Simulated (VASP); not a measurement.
Set up this calculation in VASP 6.6.1, as the native input.

```
Task                   : single point
Functional             : LDA
Potentials or basis    : VASP PAW LDA potentials, release 64 (Rh_pv)
Cutoff                 : 520 eV
k mesh                 : 12 × 12 × 12
Occupations            : fermi-dirac, width 0.05 eV
Spin                   : no spin polarisation
Dipole correction      : no
Further INCAR settings : ALGO = Normal; EDIFF = 1e-06; NBANDS = 14
```

The structure of Rh lies in POSCAR:

```
Rh
1.0
    0.0000000000      1.8851123679      1.8851123679
    1.8851123679      0.0000000000      1.8851123679
    1.8851123679      1.8851123679      0.0000000000
Rh
1
Direct
    0.0000000000      0.0000000000      0.0000000000
```

This cell differs from its parent crystal: volume scaled by 0.98.

The input as run:

INCAR

```
SYSTEM = Rh
ALGO = Normal
EDIFF = 1E-6
ENCUT = 520
GGA = CA
ISIF = 2
ISMEAR = -1
LASPH = .TRUE.
LCHARG = .FALSE.
LREAL = .FALSE.
LWAVE = .FALSE.
NBANDS = 14
NELM = 80
PREC = Accurate
SIGMA = 0.05
```

KPOINTS

```
k-points
0
G
  12 12 12
  0 0 0
```

Potentials or basis: VASP PAW LDA potentials, release 64 (Rh_pv).

Command:

```bash
$ cat potpaw_LDA.64/Rh_pv/POTCAR > POTCAR
$ mpirun -np 1 vasp_std > vasp.out
```

It gave:

```yaml
Pressure: -3.3 GPa
```

It took 22 s on 1 thread of Intel Xeon 8259CL (shared host), peak memory 0.13 GiB.
